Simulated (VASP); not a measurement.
# Sn (Im-3m) in VASP: notebook

Runs on Sn. Level: PBE. Tasks: single point.

Everything below comes from runs of VASP 6.6.1. Logs are shortened: lines on timing, memory, paths and dates and some standing lists are left out, and cuts for length are marked.

### Step 1. The cell of the first run

The structure is cubic, space group Im-3m (No. 229). Conventional cell: a = 3.782 Å, b = 3.782 Å, c = 3.782 Å, α = 90.00°, β = 90.00°, γ = 90.00°. Within 4.3 Å of Sn (site symmetry m-3m) lie 14 Sn at 3.28 to 3.78 Å.

### Step 2. Single point, PBE

INCAR

```
SYSTEM = Sn
ALGO = Normal
EDIFF = 1E-7
ENCUT = 520
GGA = PE
ISIF = 2
ISMEAR = 0
LASPH = .True.
LCHARG = .False.
LREAL = .False.
LWAVE = .False.
NBANDS = 13
NELM = 100
PREC = Accurate
SIGMA = 0.05
```

KPOINTS

```
k-points
0
Gamma
  8 8 8
  0 0 0
```

POSCAR

```
Sn
1.0
   -1.8911406569      1.8911406569      1.8911406569
    1.8911406569     -1.8911406569      1.8911406569
    1.8911406569      1.8911406569     -1.8911406569
Sn
1
Direct
    0.0000000000      0.0000000000      0.0000000000
```

Potentials or basis: VASP PAW PBE potentials, release 64 (Sn_d).

On the command line:

```
cat potpaw_PBE.64/Sn_d/POTCAR > POTCAR
mpirun -np 1 vasp_std > vasp.out
```

OUTCAR:

```text
SYSTEM = Sn
   EDIFF = 1E-7
   ENCUT = 520
   GGA = PE
   ISIF = 2
   ISMEAR = 0
   LASPH = .True.
   LREAL = .False.
   NELM = 100
   PREC = Accurate

 ion  position               nearest neighbor table
   1  0.000  0.000  0.000-

  LATTYP: Found a body centered cubic cell.
 ALAT       =     3.7822813138

  Lattice vectors:

 A1 = (  -1.8911406569,   1.8911406569,   1.8911406569)
 A2 = (   1.8911406569,  -1.8911406569,   1.8911406569)
 A3 = (   1.8911406569,   1.8911406569,  -1.8911406569)

Analysis of symmetry for initial positions (statically):
=====================================================================
 Subroutine PRICEL returns:
 Original cell was already a primitive cell.

 Routine SETGRP: Setting up the symmetry group for a
 body centered cubic supercell.

 Subroutine GETGRP returns: Found 48 space group operations
 (whereof 48 operations were pure point group operations)
 out of a pool of 48 trial point group operations.

The static configuration has the point symmetry O_h .

Analysis of symmetry for dynamics (positions and initial velocities):
=====================================================================
 Subroutine PRICEL returns:
 Original cell was already a primitive cell.

 Routine SETGRP: Setting up the symmetry group for a
 body centered cubic supercell.

 Subroutine GETGRP returns: Found 48 space group operations
 (whereof 48 operations were pure point group operations)
 out of a pool of 48 trial point group operations.

The dynamic configuration has the point symmetry O_h .

 Subroutine INISYM returns: Found 48 space group operations
 (whereof 48 operations are pure point group operations),
 and found     1 'primitive' translations

----------------------------------------------------------------------------------------

                                     Primitive cell

  volume of cell :      27.0540

  direct lattice vectors                    reciprocal lattice vectors
    -1.891140657  1.891140657  1.891140657     0.000000000  0.264390699  0.264390699
     1.891140657 -1.891140657  1.891140657     0.264390699  0.000000000  0.264390699
     1.891140657  1.891140657 -1.891140657     0.264390699  0.264390699  0.000000000

  length of vectors
     3.275551702  3.275551702  3.275551702     0.373904912  0.373904912  0.373904912

  position of ions in fractional coordinates (direct lattice)
     0.000000000  0.000000000  0.000000000

  ion indices of the primitive-cell ions
   primitive index   ion index
                 1           1

----------------------------------------------------------------------------------------

 KPOINTS: k-points

Automatic generation of k-mesh.
 Grid dimensions read from file:
 generate k-points for:    8    8    8

 Generating k-lattice:

  Cartesian coordinates                     Fractional coordinates (reciprocal lattice)
     0.000000000  0.033048837  0.033048837     0.125000000  0.000000000  0.000000000
     0.033048837  0.000000000  0.033048837     0.000000000  0.125000000  0.000000000
     0.033048837  0.033048837  0.000000000     0.000000000  0.000000000  0.125000000

  Length of vectors
     0.046738114  0.046738114  0.046738114

  Shift w.r.t. Gamma in fractional coordinates (k-lattice)
     0.000000000  0.000000000  0.000000000

 Subroutine IBZKPT returns following result:
 ===========================================

 Found     29 irreducible k-points:

 Following reciprocal coordinates:
            Coordinates               Weight
  0.000000  0.000000  0.000000      1.000000
  0.125000  0.000000  0.000000     12.000000
  0.250000  0.000000  0.000000     12.000000
  0.375000  0.000000  0.000000     12.000000
  0.500000  0.000000  0.000000      6.000000
  0.125000  0.125000  0.000000     24.000000
[... 16 lines left out ...]
 -0.250000  0.250000  0.250000      6.000000
 -0.375000  0.375000  0.250000     24.000000
 [... further k-points ...]
   k-points           NKPTS =     29   k-points in BZ     NKDIM =     29   number of bands    NBANDS=     13
   number of dos      NEDOS =    301   number of ions     NIONS =      1
   total plane-waves  NPLWV =  13824
   dimension x,y,z NGX =    24 NGY =   24 NGZ =   24
   dimension x,y,z NGXF=    48 NGYF=   48 NGZF=   48
   ions per type =               1
   NGX,Y,Z   is equivalent  to a cutoff of  12.18, 12.18, 12.18 a.u.
   NGXF,Y,Z  is equivalent  to a cutoff of  24.36, 24.36, 24.36 a.u.
 SYSTEM =  Sn
   PREC   = accura    normal or accurate (medium, high low for compatibility)
   ISTART =      0    job   : 0-new  1-cont  2-samecut
   ICHARG =      2    charge: 1-file 2-atom 10-const
   ISPIN  =      1    spin polarized calculation?
   LNONCOLLINEAR =      F non collinear calculations
   LSORBIT =      F    spin-orbit coupling
   LASPH  =      T    aspherical Exc in radial PAW
   ENCUT  =  520.0 eV  38.22 Ry    6.18 a.u.   6.09  6.09  6.09*2*pi/ulx,y,z
   NELM   =    100;   NELMIN=  2; NELMDL= -5     # of ELM steps
   EDIFF  = 0.1E-06   stopping-criterion for ELM
   LREAL  =      F    real-space projection
   EDIFFG = 0.1E-05   stopping-criterion for IOM
   NSW    =      0    number of steps for IOM
   IBRION =     -1    ionic relax: 0-MD 1-quasi-New 2-CG
   NFREE  =      0    steps in history (QN), initial steepest desc. (CG)
   ISIF   =      2    stress and relaxation
   ISYM   =      2    0-nonsym 1-usesym 2-fastsym
   POTIM  = 0.5000    time-step for ionic-motion
   TEBEG  =    0.0;   TEEND  =   0.0 temperature during run
   PSTRESS=    0.0 pullay stress
   NELECT =      14.0000    total number of electrons
   NUPDOWN=      -1.0000    fix difference up-down
   EMIN   =  10.00;   EMAX   =-10.00  energy-range for DOS
   EFERMI =   0.00;   METHOD = LEGACY
   ISMEAR =     0;   SIGMA  =   0.05  broadening in eV -4-tet -1-fermi 0-gaus
   EFERMI_NEDOS =   21; number of points for ismear=-14 and -15
   IALGO  =     38    algorithm
   IMIX   =      4    mixing-type and parameters
     AMIX     =   0.40;   BMIX     =  1.00
     AMIX_MAG =   1.60;   BMIX_MAG =  1.00
  volume/ion in A,a.u.               =      27.05       182.57
  Fermi-wavevector in a.u.,A,eV,Ry     =   1.314338  2.483738 23.503846  1.727484
  Thomas-Fermi vector in A             =   2.444598
   LORBIT       =      0    0 simple, 1 ext, 2 COOP (PROOUT), +10 PAW based schemes
   GGA     = PE    functional components
   LHFCALC =     F    Hartree Fock is set to
   AEXX    =    0.0000 exact exchange contribution
   IVDW    =     0    specifies the selected vdW correction
   LEPSILON=     F    determine dielectric tensor
   LRPA    =     F    only Hartree local field effects (RPA)
 non-spin polarized calculation
 Gauss-broadening in eV      SIGMA  =   0.05
  energy-cutoff  :      520.00
  volume of cell :       27.05
 maximum number of plane-waves:       736
   NGX = 13   NGY = 13   NGZ = 13

 number of electron      13.9999993 magnetization

 Free energy of the ion-electron system (eV)
  ---------------------------------------------------
  ext. energy  EPLUGINS =         0.00000000
  ---------------------------------------------------
  free energy    TOTEN  =        -3.75538670 eV

  energy without entropy =       -3.75291714  energy(sigma->0) =       -3.75415192

 E-fermi :   8.0479     XC(G=0): -10.3905

 val. band max:        8.0007744216   @ k =   0.2500   0.2500   0.0000
 cond. band min:       8.0479517070   @ k =   0.5000   0.5000   0.3750
 fundamental gap:      0.0471772854
 Fermi energy:         8.0479368985

 k-point     1 :       0.0000    0.0000    0.0000
  band No.  band energies     occupation
      1     -13.4210      2.00000
      2     -13.4210      2.00000
      3     -13.4210      2.00000
      4     -13.2804      2.00000
      5     -13.2804      2.00000
      6      -2.9739      2.00000
      7      16.1587      0.00000
      8      16.1587      0.00000
      9      16.1587      0.00000
     10      20.2718      0.00000
     11      20.2718      0.00000
     12      20.2718      0.00000
     13      20.9143      0.00000

 k-point     2 :       0.1250    0.0000    0.0000
  band No.  band energies     occupation
      1     -13.4277      2.00000
      2     -13.4114      2.00000
      3     -13.3888      2.00000
      4     -13.2877      2.00000
      5     -13.2814      2.00000
      6      -2.6317      2.00000
      7      13.6604      0.00000
      8      15.0249      0.00000
      9      15.7114      0.00000
     10      18.3613      0.00000
     11      18.7125      0.00000
     12      19.9085      0.00000
     13      21.7701      0.00000

 k-point     3 :       0.2500    0.0000    0.0000
  band No.  band energies     occupation
      1     -13.4441      2.00000
      2     -13.3962      2.00000
      3     -13.3100      2.00000
      4     -13.2989      2.00000
      5     -13.2835      2.00000
      6      -1.6039      2.00000
      7       9.6586      0.00000
      8      13.3484      0.00000
      9      14.7193      0.00000
     10      17.0861      0.00000
     11      17.4264      0.00000
     12      20.5002      0.00000
     13      22.4641      0.00000

 k-point     4 :       0.3750    0.0000    0.0000
  band No.  band energies     occupation
      1     -13.4604      2.00000
      2     -13.3982      2.00000
      3     -13.2947      2.00000
      4     -13.2856      2.00000
      5     -13.2298      2.00000
      6       0.0797      2.00000
      7       6.0194      2.00000
      8      12.1798      0.00000
      9      13.9031      0.00000
     10      16.3621      0.00000
     11      16.6648      0.00000
     12      21.9641      0.00000
     13      23.4255      0.00000

 k-point     5 :       0.5000    0.0000    0.0000
  band No.  band energies     occupation
      1     -13.4672      2.00000
      2     -13.4040      2.00000
      3     -13.2886      2.00000
      4     -13.2864      2.00000
      5     -13.1962      2.00000
      6       1.7307      2.00000
      7       3.7004      2.00000
      8      11.7694      0.00000
      9      13.6055      0.00000
     10      16.1281      0.00000
     11      16.4132      0.00000
     12      23.1580      0.00000
     13      24.1376      0.00000

 k-point     6 :       0.1250    0.1250    0.0000
  band No.  band energies     occupation
      1     -13.4292      2.00000
      2     -13.4073      2.00000
      3     -13.3339      2.00000
      4     -13.2981      2.00000
      5     -13.2831      2.00000
      6      -1.9464      2.00000
      7      11.2751      0.00000
      8      12.7722      0.00000
      9      14.4929      0.00000
     10      18.2393      0.00000
     11      18.4904      0.00000
     12      20.3619      0.00000
     13      22.2517      0.00000

 k-point     7 :       0.2500    0.1250    0.0000
  band No.  band energies     occupation
      1     -13.4416      2.00000
      2     -13.3921      2.00000
      3     -13.3029      2.00000
      4     -13.2886      2.00000
      5     -13.2629      2.00000
      6      -0.5852      2.00000
      7       7.8974      1.99998
      8      10.9305      0.00000
      9      13.4136      0.00000
     10      17.4544      0.00000
     11      19.1010      0.00000
     12      20.3569      0.00000
     13      24.4865      0.00000
[... 193 lines left out ...]
 k-point    20 :      -0.3750    0.5000    0.1250
  band No.  band energies     occupation
      1     -13.4034      2.00000
      2     -13.3746      2.00000
      3     -13.3311      2.00000
      4     -13.2887      2.00000
      5     -13.2195      2.00000
      6       1.9408      2.00000
      7       5.4070      2.00000
      8       8.3248      0.00000
      9      13.1157      0.00000
     10      16.7270      0.00000
     11      18.0748      0.00000
     12      19.8148      0.00000
     13      22.4364      0.00000

 k-point    21 :      -0.3750   -0.3750    0.1250
  band No.  band energies     occupation
      1     -13.3963      2.00000
      2     -13.3582      2.00000
      3     -13.3582      2.00000
      4     -13.2451      2.00000
      5     -13.2451      2.00000
      6       3.0431      2.00000
      7       5.8395      2.00000
      8       5.8395      2.00000
      9      13.7286      0.00000
     10      17.4242      0.00000
     11      17.4242      0.00000
     12      17.9798      0.00000
     13      26.7130      0.00000

 k-point    22 :       0.2500    0.2500    0.2500
  band No.  band energies     occupation
      1     -13.3529      2.00000
      2     -13.3529      2.00000
      3     -13.3529      2.00000
      4     -13.2855      2.00000
      5     -13.2855      2.00000
      6       3.0182      2.00000
      7       6.6814      2.00000
      8       6.6814      2.00000
      9       6.6814      2.00000
     10      26.0918      0.00000
     11      26.0918      0.00000
     12      26.0918      0.00000
     13      27.2085      0.00000

 k-point    23 :      -0.2500    0.2500    0.2500
  band No.  band energies     occupation
      1     -13.3591      2.00000
      2     -13.3356      2.00000
      3     -13.3356      2.00000
      4     -13.3185      2.00000
      5     -13.3137      2.00000
      6      -0.2470      2.00000
      7      10.3119      0.00000
      8      10.6169      0.00000
      9      10.6169      0.00000
     10      14.1926      0.00000
     11      21.9921      0.00000
     12      21.9921      0.00000
     13      22.3846      0.00000

 k-point    24 :      -0.3750    0.3750    0.2500
  band No.  band energies     occupation
      1     -13.3866      2.00000
      2     -13.3485      2.00000
      3     -13.3395      2.00000
      4     -13.2952      2.00000
      5     -13.2418      2.00000
      6       1.3994      2.00000
      7       7.2316      2.00000
      8       9.5216      0.00000
      9      10.7159      0.00000
     10      14.2623      0.00000
     11      19.0504      0.00000
     12      21.4162      0.00000
     13      22.1186      0.00000

 [... further k-points ...]
[... 5 lines left out ...]
  --------------------------------------------------------------------------------------
  -------------------------------------------------------------------------------------
  Total        0.2011481      0.2011481      0.2011481      0.0000000      0.0000000      0.0000000
  in kB       11.9122824     11.9122824     11.9122824      0.0000000      0.0000000      0.0000000
  external PRESSURE =      11.9122824 kB  Pullay stress =       0.0000000 kB

 VOLUME and BASIS-vectors are now :
 -----------------------------------------------------------------------------
  energy-cutoff  :      520.00
  volume of cell :       27.05
      direct lattice vectors                 reciprocal lattice vectors
    -1.891140657  1.891140657  1.891140657     0.000000000  0.264390699  0.264390699
     1.891140657 -1.891140657  1.891140657     0.264390699  0.000000000  0.264390699
     1.891140657  1.891140657 -1.891140657     0.264390699  0.264390699  0.000000000

 POSITION                                       TOTAL-FORCE (eV/Angst)
 -----------------------------------------------------------------------------------
      0.00000      0.00000      0.00000         0.000000     -0.000000     -0.000000
 -----------------------------------------------------------------------------------
    total drift:                               -0.000000     -0.000000      0.000000

  FREE ENERGIE OF THE ION-ELECTRON SYSTEM (eV)
  ---------------------------------------------------
  free  energy   TOTEN  =        -3.7553866961 eV

  energy  without entropy=       -3.7529171401  energy(sigma->0) =       -3.75415192
```

Run time: 3.5 s. Hardware: 1 thread of AMD EPYC 9R45 (Zen 5), shared host; peak memory 0.11 GiB.

Results:

| Property | Result |
| --- | --- |
| Free energy | -3.7554 eV |
| Pressure | 1.2 GPa |
| Band gap on the k mesh | zero (band 7 reaches 16.16 eV, above the bottom of band 8 at 5.84 eV) |

Levels at points of the mesh, in eV from the Fermi level:
```tsv
k point	band 4	band 5	band 6	band 7	band 8	band 9	band 10	band 11
(0.00, 0.00, 0.00)	-21.33	-21.33	-11.02	8.11	8.11	8.11	12.22	12.22
(0.50, 0.00, 0.00)	-21.33	-21.24	-6.32	-4.35	3.72	5.56	8.08	8.37
(0.50, 0.50, 0.50)	-21.26	-21.26	-2.34	-0.38	-0.38	-0.38	3.93	3.93
```

Caveat: spin-orbit coupling is left out, which moves the levels of the heavy elements.

### Step 3. Single point, PBE, non-collinear spin, zero start, spin-orbit coupling

This run uses another cell than the first one, of 27.79 Å³/atom, 1.027 times its volume.

INCAR

```
SYSTEM = Sn
ALGO     = Normal         ! electronic algorithm
EDIFF    = 1E-6           ! SCF threshold, eV
ENCUT    = 520            ! plane-wave cutoff, eV
GGA      = PE             ! functional
GGA_COMPAT= .FALSE.      
ISIF     = 2              ! what is computed and relaxed
ISMEAR   = 0              ! smearing method
LASPH    = .TRUE.         ! aspherical terms in the spheres
LCHARG   = .TRUE.         ! write CHGCAR
LORBIT   = 11             ! projections on sites
LORBMOM  = .TRUE.       
LREAL    = .FALSE.        ! projectors in reciprocal space
LSORBIT  = .TRUE.         ! spin-orbit coupling
LVHAR    = .TRUE.       
LWAVE    = .FALSE.        ! write WAVECAR
MAGMOM   = 0 0 0          ! initial moments
NBANDS   = 25             ! bands
NELM     = 150            ! most SCF steps
PREC     = Accurate       ! precision mode
SIGMA    = 0.05           ! smearing width, eV
```

KPOINTS

```
k-points
0
G
  16 16 16
  0 0 0
```

POSCAR

```
Sn
1.0
   -1.9082052586      1.9082052586      1.9082052586
    1.9082052586     -1.9082052586      1.9082052586
    1.9082052586      1.9082052586     -1.9082052586
Sn
1
Direct
    0.0000000000      0.0000000000      0.0000000000
```

Potentials or basis: VASP PAW PBE potentials, release 64 (Sn_d).

On the command line:

```
cat potpaw_PBE.64/Sn_d/POTCAR > POTCAR
mpirun -np 1 vasp_ncl > vasp.out
```

Run time: 92 s. Hardware: 1 thread of AMD EPYC 9R45 (Zen 5), shared host; peak memory 0.3 GiB.

It converged, with:

| Quantity | Value |
| --- | --- |
| Free energy | -3.8275 eV |
| Pressure | 0.0 GPa |
| Net moment | 0.00 μB per cell |
| Valence electrons inside the program's atomic spheres | Sn 12.14 |

Moments on the atoms (μB; x, y, z):
```
Sn  0.00 0.00 0.00
```

### Step 4. Single point, PBE, non-collinear spin, zero start, spin-orbit coupling

This run uses another cell than the first one, of 27.79 Å³/atom, 1.027 times its volume.

INCAR

```
ALGO = Normal
EDIFF = 1E-7
ENCUT = 520
GGA = PE
GGA_COMPAT = False
ISIF = 2
ISMEAR = 0
LASPH = True
LCHARG = True
LORBIT = 11
LORBMOM = True
LREAL = False
LSORBIT = True
LVHAR = True
LWAVE = False
MAGMOM = 0 0 0
NBANDS = 25
NELM = 150
PREC = Accurate
SIGMA = 0.05
```

KPOINTS

```
k-points
0
Gamma
  16 16 16
```

POSCAR is that of step 3.

On the command line:

```
cat potpaw_PBE.64/Sn_d/POTCAR > POTCAR
mpirun -np 1 vasp_ncl > vasp.out
```

Run time: 2.1 min. Hardware: 1 thread of AMD EPYC 9R45 (Zen 5), shared host; peak memory 0.3 GiB.

Results (log left out):

```yaml
Free_energy: -3.8275 eV
Pressure: 0.0 GPa
Net_moment: 0.00 μB per cell
Valence_electrons_inside_the_program's_atomic_spheres: Sn 12.14
```

Moments on the atoms (μB; x, y, z):
```
Sn  0.00 0.00 0.00
```

(Part 1 of 2 ends here.)
